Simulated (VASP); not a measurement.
# MgO (I4mm) in VASP: single point with r2SCAN

Aim: the single point of MgO with r2SCAN.

Program: VASP 6.6.1. These are calculated values, not measurements. Logs are shortened: lines on timing, memory, paths and dates and some standing lists are left out, and cuts for length are marked.

## (1) The cell of the first run

Symmetry: I4mm, No. 107, tetragonal system. Conventional cell: a = 3.020 Å, b = 3.020 Å, c = 4.270 Å, α = 90.00°, β = 90.00°, γ = 90.00°. Within 2.7 Å of Mg (site symmetry 4mm) lie 6 O at 2.04 to 2.24 Å. Within 2.7 Å of O (site symmetry 4mm) lie 6 Mg at 2.04 to 2.24 Å.

## (2) Single point, r2SCAN (atom 2 (O) moved by (-0.100, +0.000) A along x and z)

The input, POSCAR:

```
MgO
1.0
    0.0000000000      2.1351500000      2.1351500000
    2.1351500000      0.0000000000      2.1351500000
    2.1351500000      2.1351500000      0.0000000000
Mg O
1 1
Direct
    0.0000000000      0.0000000000      0.0000000000
    0.5234175585      0.4765824415      0.4765824415
```

The input, INCAR.step1:

```
ALGO = Normal
EDIFF = 1E-5
ENCUT = 920
GGA = PE
GGA_COMPAT = F
ISMEAR = 0
LASPH = T
LCHARG = F
LREAL = F
LWAVE = T
NBANDS = 15
NELM = 120
PREC = Accurate
SIGMA = 0.05
```

The input, INCAR.step2:

```
ALGO = Normal
EDIFF = 1E-6
ENCUT = 920
GGA_COMPAT = F
ISIF = 2
ISMEAR = 0
ISTART = 1
LASPH = T
LCHARG = F
LMIXTAU = T
LREAL = F
LWAVE = F
METAGGA = R2SCAN
NBANDS = 15
NELM = 120
PREC = Accurate
SIGMA = 0.05
```

The input, KPOINTS:

```
k-points
0
Gamma
  10 10 10
```

Potentials or basis: VASP PAW PBE potentials, release 64 (Mg_sv, O).

The run is started by

```sh
$ cat potpaw_PBE.64/Mg_sv/POTCAR potpaw_PBE.64/O/POTCAR > POTCAR
$ cp INCAR.step1 INCAR
$ mpirun -np 1 vasp_std > vasp.out
$ cp INCAR.step2 INCAR
$ mpirun -np 1 vasp_std > vasp.out
```

OUTCAR:

```text
EDIFF = 1E-6
   ENCUT = 920
   ISIF = 2
   ISMEAR = 0
   ISTART = 1
   LASPH = T
   LREAL = F
   METAGGA = R2SCAN
   NELM = 120
   PREC = Accurate

 ion  position               nearest neighbor table
   1  0.000  0.000  0.000-   2 2.04
   2  0.523  0.477  0.477-   1 2.04

  LATTYP: Found a face centered cubic cell.
 ALAT       =     4.2703000000

  Lattice vectors:

 A1 = (   0.0000000000,   2.1351500000,   2.1351500000)
 A2 = (   2.1351500000,   0.0000000000,   2.1351500000)
 A3 = (   2.1351500000,   2.1351500000,   0.0000000000)

Analysis of symmetry for initial positions (statically):
=====================================================================
 Subroutine PRICEL returns:
 Original cell was already a primitive cell.

 Routine SETGRP: Setting up the symmetry group for a
 face centered cubic supercell.

 Subroutine GETGRP returns: Found  8 space group operations
 (whereof  8 operations were pure point group operations)
 out of a pool of 48 trial point group operations.

The static configuration has the point symmetry C_4v.

Analysis of symmetry for dynamics (positions and initial velocities):
=====================================================================
 Subroutine PRICEL returns:
 Original cell was already a primitive cell.

 Routine SETGRP: Setting up the symmetry group for a
 face centered cubic supercell.

 Subroutine GETGRP returns: Found  8 space group operations
 (whereof  8 operations were pure point group operations)
 out of a pool of 48 trial point group operations.

The dynamic configuration has the point symmetry C_4v.

 Subroutine INISYM returns: Found  8 space group operations
 (whereof  8 operations are pure point group operations),
 and found     1 'primitive' translations

----------------------------------------------------------------------------------------

                                     Primitive cell

  volume of cell :      19.4677

  direct lattice vectors                    reciprocal lattice vectors
     0.000000000  2.135150000  2.135150000    -0.234175585  0.234175585  0.234175585
     2.135150000  0.000000000  2.135150000     0.234175585 -0.234175585  0.234175585
     2.135150000  2.135150000  0.000000000     0.234175585  0.234175585 -0.234175585

  length of vectors
     3.019558088  3.019558088  3.019558088     0.405604011  0.405604011  0.405604011

  position of ions in fractional coordinates (direct lattice)
     0.000000000  0.000000000  0.000000000
     0.523417559  0.476582441  0.476582441

  ion indices of the primitive-cell ions
   primitive index   ion index
                 1           1
                 2           2

----------------------------------------------------------------------------------------

 KPOINTS: k-points

Automatic generation of k-mesh.
 Grid dimensions read from file:
 generate k-points for:   10   10   10

 Generating k-lattice:

  Cartesian coordinates                     Fractional coordinates (reciprocal lattice)
    -0.023417558  0.023417558  0.023417558     0.100000000  0.000000000  0.000000000
     0.023417558 -0.023417558  0.023417558     0.000000000  0.100000000  0.000000000
     0.023417558  0.023417558 -0.023417558     0.000000000  0.000000000  0.100000000

  Length of vectors
     0.040560401  0.040560401  0.040560401

  Shift w.r.t. Gamma in fractional coordinates (k-lattice)
     0.000000000  0.000000000  0.000000000

 Subroutine IBZKPT returns following result:
 ===========================================

 Found    102 irreducible k-points:

 Following reciprocal coordinates:
            Coordinates               Weight
  0.000000  0.000000  0.000000      1.000000
  0.100000  0.000000  0.000000      8.000000
  0.200000  0.000000  0.000000      8.000000
  0.300000  0.000000  0.000000      8.000000
  0.400000  0.000000  0.000000      8.000000
  0.500000  0.000000  0.000000      4.000000
[... 16 lines left out ...]
 -0.100000  0.100000  0.000000      8.000000
  0.000000 -0.100000  0.100000      4.000000
 [... further k-points ...]
   k-points           NKPTS =    102   k-points in BZ     NKDIM =    102   number of bands    NBANDS=     15
   number of dos      NEDOS =    301   number of ions     NIONS =      2
   total plane-waves  NPLWV =  27000
   dimension x,y,z NGX =    30 NGY =   30 NGZ =   30
   dimension x,y,z NGXF=    60 NGYF=   60 NGZF=   60
   ions per type =               1   1
   NGX,Y,Z   is equivalent  to a cutoff of  16.52, 16.52, 16.52 a.u.
   NGXF,Y,Z  is equivalent  to a cutoff of  33.03, 33.03, 33.03 a.u.
 SYSTEM =  unknown system
   PREC   = accura    normal or accurate (medium, high low for compatibility)
   ISTART =      1    job   : 0-new  1-cont  2-samecut
   ICHARG =      0    charge: 1-file 2-atom 10-const
   ISPIN  =      1    spin polarized calculation?
   LNONCOLLINEAR =      F non collinear calculations
   LSORBIT =      F    spin-orbit coupling
   LASPH  =      T    aspherical Exc in radial PAW
   ENCUT  =  920.0 eV  67.62 Ry    8.22 a.u.   7.47  7.47  7.47*2*pi/ulx,y,z
   NELM   =    120;   NELMIN=  2; NELMDL=  0     # of ELM steps
   EDIFF  = 0.1E-05   stopping-criterion for ELM
   LREAL  =      F    real-space projection
   EDIFFG = 0.1E-04   stopping-criterion for IOM
   NSW    =      0    number of steps for IOM
   IBRION =     -1    ionic relax: 0-MD 1-quasi-New 2-CG
   NFREE  =      0    steps in history (QN), initial steepest desc. (CG)
   ISIF   =      2    stress and relaxation
   ISYM   =      2    0-nonsym 1-usesym 2-fastsym
   POTIM  = 0.5000    time-step for ionic-motion
   TEBEG  =    0.0;   TEEND  =   0.0 temperature during run
   PSTRESS=    0.0 pullay stress
   NELECT =      16.0000    total number of electrons
   NUPDOWN=      -1.0000    fix difference up-down
   EMIN   =  10.00;   EMAX   =-10.00  energy-range for DOS
   EFERMI =   0.00;   METHOD = LEGACY
   ISMEAR =     0;   SIGMA  =   0.05  broadening in eV -4-tet -1-fermi 0-gaus
   EFERMI_NEDOS =   21; number of points for ismear=-14 and -15
   IALGO  =     38    algorithm
   IMIX   =      4    mixing-type and parameters
     AMIX     =   0.40;   BMIX     =  1.00
     AMIX_MAG =   1.60;   BMIX_MAG =  1.00
  volume/ion in A,a.u.               =       9.73        65.69
  Fermi-wavevector in a.u.,A,eV,Ry     =   1.533474  2.897846 31.994681  2.351543
  Thomas-Fermi vector in A             =   2.640536
   LORBIT       =      0    0 simple, 1 ext, 2 COOP (PROOUT), +10 PAW based schemes
   METAGGA = R2SCAN    functional components
   LHFCALC =     F    Hartree Fock is set to
   AEXX    =    0.0000 exact exchange contribution
   IVDW    =     0    specifies the selected vdW correction
   LEPSILON=     F    determine dielectric tensor
   LRPA    =     F    only Hartree local field effects (RPA)
 non-spin polarized calculation
 Gauss-broadening in eV      SIGMA  =   0.05
  energy-cutoff  :      920.00
  volume of cell :       19.47
 maximum number of plane-waves:      1251
 NGX is ok and might be reduce to    30
   NGX = 15   NGY = 15   NGZ = 15

 number of electron      15.9999994 magnetization

 Free energy of the ion-electron system (eV)
  ---------------------------------------------------
  ext. energy  EPLUGINS =         0.00000000
  ---------------------------------------------------
  free energy    TOTEN  =       -16.11451253 eV

  energy without entropy =      -16.11451253  energy(sigma->0) =      -16.11451253

 E-fermi :   2.6185     XC(G=0): -11.8106

 val. band max:        2.2145057584   @ k =   0.0000   0.0000   0.0000
 cond. band min:       7.4513253892   @ k =   0.0000   0.0000   0.0000
 fundamental gap:      5.2368196308
 Fermi energy:         2.6184776484

 k-point     1 :       0.0000    0.0000    0.0000
  band No.  band energies     occupation
      1     -72.8938      2.00000
      2     -37.9838      2.00000
      3     -37.9838      2.00000
      4     -37.9830      2.00000
      5     -15.7661      2.00000
      6       2.2002      2.00000
      7       2.2145      2.00000
      8       2.2145      2.00000
      9       7.4513      0.00000
     10      18.8578      0.00000
     11      18.8755      0.00000
     12      18.8755      0.00000
     13      22.8010      0.00000
     14      24.6239      0.00000
     15      24.6508      0.00000

 k-point     2 :       0.1000    0.0000    0.0000
  band No.  band energies     occupation
      1     -72.8932      2.00000
      2     -37.9905      2.00000
      3     -37.9845      2.00000
      4     -37.9839      2.00000
      5     -15.6674      2.00000
      6       1.5941      2.00000
      7       2.1448      2.00000
      8       2.1507      2.00000
      9       8.0641      0.00000
     10      17.6114      0.00000
     11      19.1031      0.00000
     12      19.1102      0.00000
     13      23.8726      0.00000
     14      23.8966      0.00000
     15      24.4680      0.00000

 k-point     3 :       0.2000    0.0000    0.0000
  band No.  band energies     occupation
      1     -72.8915      2.00000
      2     -38.0086      2.00000
      3     -37.9863      2.00000
      4     -37.9856      2.00000
      5     -15.3983      2.00000
      6       0.3294      2.00000
      7       1.9825      2.00000
      8       1.9885      2.00000
      9       9.2779      0.00000
     10      16.0747      0.00000
     11      19.5592      0.00000
     12      19.5714      0.00000
     13      23.1760      0.00000
     14      23.2213      0.00000
     15      25.4044      0.00000
[... 343 lines left out ...]
 k-point    23 :      -0.1000    0.1000    0.0000
  band No.  band energies     occupation
      1     -72.8923      2.00000
      2     -37.9992      2.00000
      3     -37.9884      2.00000
      4     -37.9840      2.00000
      5     -15.5130      2.00000
      6       0.9080      2.00000
      7       1.8975      2.00000
      8       2.0989      2.00000
      9       8.8610      0.00000
     10      16.5351      0.00000
     11      19.2314      0.00000
     12      19.5435      0.00000
     13      22.5564      0.00000
     14      24.0013      0.00000
     15      25.9562      0.00000

 k-point    24 :       0.0000   -0.1000    0.1000
  band No.  band energies     occupation
      1     -72.8923      2.00000
      2     -37.9995      2.00000
      3     -37.9875      2.00000
      4     -37.9845      2.00000
      5     -15.5132      2.00000
      6       0.9057      2.00000
      7       1.8940      2.00000
      8       2.1038      2.00000
      9       8.8684      0.00000
     10      16.5242      0.00000
     11      19.2455      0.00000
     12      19.5337      0.00000
     13      22.5004      0.00000
     14      24.0066      0.00000
     15      26.0269      0.00000

 [... further k-points ...]

------------------------ aborting loop because EDIFF is reached ----------------------------------------

  FORCE on cell =-STRESS in cart. coord.  units (eV):
  Direction    XX          YY          ZZ          XY          YZ          ZX
  --------------------------------------------------------------------------------------
  -------------------------------------------------------------------------------------
  Total       -0.4277437     -0.8109020     -0.8109020      0.0000000      0.0000000      0.0000000
  in kB      -35.2029467    -66.7365535    -66.7365535      0.0000000      0.0000000      0.0000000
  external PRESSURE =     -56.2253512 kB  Pullay stress =       0.0000000 kB

 VOLUME and BASIS-vectors are now :
 -----------------------------------------------------------------------------
  energy-cutoff  :      920.00
  volume of cell :       19.47
      direct lattice vectors                 reciprocal lattice vectors
     0.000000000  2.135150000  2.135150000    -0.234175585  0.234175585  0.234175585
     2.135150000  0.000000000  2.135150000     0.234175585 -0.234175585  0.234175585
     2.135150000  2.135150000  0.000000000     0.234175585  0.234175585 -0.234175585

 POSITION                                       TOTAL-FORCE (eV/Angst)
 -----------------------------------------------------------------------------------
      0.00000      0.00000      0.00000        -0.503192      0.000000      0.000000
      2.03515      2.13515      2.13515         0.503192      0.000000      0.000000
 -----------------------------------------------------------------------------------
    total drift:                               -0.022574      0.000000      0.000000

  FREE ENERGIE OF THE ION-ELECTRON SYSTEM (eV)
  ---------------------------------------------------
  free  energy   TOTEN  =       -16.1145125316 eV

  energy  without entropy=      -16.1145125316  energy(sigma->0) =      -16.11451253
```

Wall time 1.9 min (1 thread of Intel Xeon 6975P-C (Granite Rapids), shared host); peak memory 0.21 GiB.

Results:

| Item | Value |
| --- | --- |
| Free energy | -16.1145 eV |
| Pressure | -5.6 GPa |
| Largest force | 0.503 eV/Å |
| Band gap on the k mesh | 5.24 eV |

Forces on the atoms (eV/Å):
```
Mg  -0.503  0.000  0.000
O    0.503  0.000  0.000
```

Caveat: the cell differs from its parent crystal (atom 2 (O) moved by (-0.100, +0.000) A along x and z); the cell stands under tension; the PAW data sets were made with another functional, which shifts forces and pressure a little.
